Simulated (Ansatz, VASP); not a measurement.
**One calculation of Ta4O, two programs**

```
CELL_PARAMETERS angstrom
3.21102 0.00000 0.00000
0.00000 3.21102 0.00000
0.00000 0.00000 7.34178
ATOMIC_POSITIONS crystal
Ta 0.00000 0.00000 0.50000
Ta 0.50000 0.50000 0.78278
Ta 0.50000 0.50000 0.21722
Ta 0.00000 0.00000 0.00000
O 0.50000 0.50000 0.50000
```

Alike in both runs: functional PBEsol; k mesh 12 × 12 × 6; occupations gaussian, width 0.1 eV; no spin polarisation.

Ansatz relaxed the structure, and its values are those at the end. VASP's run is a single point on that final structure, the one shown.

|  | VASP | Ansatz |
| --- | --- | --- |
| version | VASP 6.6.1 | Ansatz 0.2.0 |
| potentials or method | VASP PAW PBE potentials, release 64 (Ta_pv, O), cutoff 520 eV | scalar-relativistic, plane waves, PAW |
| valence electrons in the cell | 50 | 58 |

VASP gave:

- gap on the k mesh at the Fermi level (eV): none
- pressure (GPa): 0.4
- rms of the force components (eV/Å): 0.014

Task: Which values does Ansatz return?

Result: gap on the k mesh at the Fermi level (eV): none; pressure (GPa): 0.0; rms of the force components (eV/Å): 0.000.

VASP's potentials were made for PBE, not for PBEsol. A gap of «none» marks a metal or a gap that the smearing closes. With one functional, cell and mesh, what is left measures potentials, basis and numerics. VASP's potentials hold 50 valence electrons a cell and Ansatz's 58, so a difference there can come from the potentials and not from the codes.

Spin-orbit coupling is off throughout.
